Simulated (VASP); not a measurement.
Write the native input for VASP 6.6.1 that does the following.

```
Task                   : single point
Functional             : PBE
Potentials or basis    : VASP PAW PBE potentials, release 64 (Si, O, H)
Cutoff                 : 520 eV
k mesh                 : 4 × 4 × 2
Occupations            : fermi-dirac, width 0.02 eV
Spin                   : no spin polarisation
Dipole correction      : no
Further INCAR settings : ALGO = Normal; EDIFF = 1e-06; NBANDS = 44
```

The structure of Si4HO8 (a cell with a defect) lies in POSCAR:

```
Si4HO8
1.0
    4.1773000000      0.0000000000      0.0000000000
    0.0000000000      4.1773000000      0.0000000000
    0.0000000000      0.0000000000      5.3304000000
Si O H
4 8 1
Direct
    0.0000000000      0.0000000000      0.0000000000
    0.5000000000      0.5000000000      0.2500000000
    0.0000000000      0.0000000000      0.5000000000
    0.5000000000      0.5000000000      0.7500000000
    0.3059000000      0.3059000000      0.0000000000
    0.1941000000      0.8059000000      0.2500000000
    0.6941000000      0.6941000000      0.0000000000
    0.8059000000      0.1941000000      0.2500000000
    0.3059000000      0.3059000000      0.5000000000
    0.1941000000      0.8059000000      0.7500000000
    0.6941000000      0.6941000000      0.5000000000
    0.8059000000      0.1941000000      0.7500000000
    0.0000000000      0.5000000000      0.1250000000
```

These files were run (other wordings do the same):

INCAR

```
SYSTEM = Si4HO8
  PREC = Accurate
  ENCUT = 520
  EDIFF = 1E-6
  ISMEAR = -1
  SIGMA = 0.02
  LREAL = .FALSE.
  LASPH = .TRUE.
  NELM = 120
  ALGO = Normal
  ISIF = 2
  LWAVE = .FALSE.
  LCHARG = .FALSE.
  GGA = PE
  NBANDS = 44
  GGA_COMPAT = .FALSE.
```

KPOINTS

```
regular mesh
0
G
  4 4 2
  0 0 0
```

Potentials or basis: VASP PAW PBE potentials, release 64 (Si, O, H).

Launch:

```console
$ cat potpaw_PBE.64/Si/POTCAR potpaw_PBE.64/O/POTCAR potpaw_PBE.64/H/POTCAR > POTCAR
$ mpirun -np 1 vasp_std > vasp.out
```

It gave:

The pressure is 24.9 GPa and the largest force is 1.893 eV/Å. The band gap on the k mesh is zero (an odd number of electrons rules out a gap without spin polarisation).

Caveat: the k points lie up to 0.59 Å⁻¹ apart, too coarse for converged energies and pressures of a metal; an odd number of electrons without spin polarisation forces a metal; a magnetic or distorted state may lie lower.

It took 24 s on 1 thread of Intel(R) Xeon(R) Platinum 8559C (Emerald Rapids), on a shared host, peak memory 0.2 GiB.
